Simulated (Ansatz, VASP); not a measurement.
## WS2: VASP beside Ansatz

```
CELL_PARAMETERS angstrom
3.18000 0.00000 0.00000
-1.59000 2.75396 0.00000
0.00000 0.00000 12.50000
ATOMIC_POSITIONS crystal
W 0.33333 0.66667 0.25000
W 0.66667 0.33333 0.75000
S 0.33333 0.66667 0.62500
S 0.66667 0.33333 0.12500
S 0.33333 0.66667 0.87500
S 0.66667 0.33333 0.37500
```

Alike in both runs: task relaxation of cell and atoms; functional PBE; dispersion D3(BJ); k mesh 12 × 12 × 4; occupations gaussian, width 0.02 eV; no spin polarisation.

|  | VASP | Ansatz |
| --- | --- | --- |
| version | VASP 6.6.1 | Ansatz 0.2.0 |
| potentials or method | VASP PAW PBE potentials, release 64 (W_sv, S), cutoff 600 eV | scalar-relativistic, plane waves, PAW |
| valence electrons in the cell | 52 | 52 |

|  | VASP | Ansatz | Ansatz less VASP |
| --- | --- | --- | --- |
| gap on the k mesh at the Fermi level, each at its own relaxed structure (eV) | 0.91 | 0.89 | -0.017 |
| relaxed volume (Å³/atom) | 17.43 | 17.43 | -0.001 |
| relaxed length of the cell vector where the two differ most in proportion (Å) | 3.154 | 3.154 | -0.0001 |

Spin-orbit coupling is off throughout.
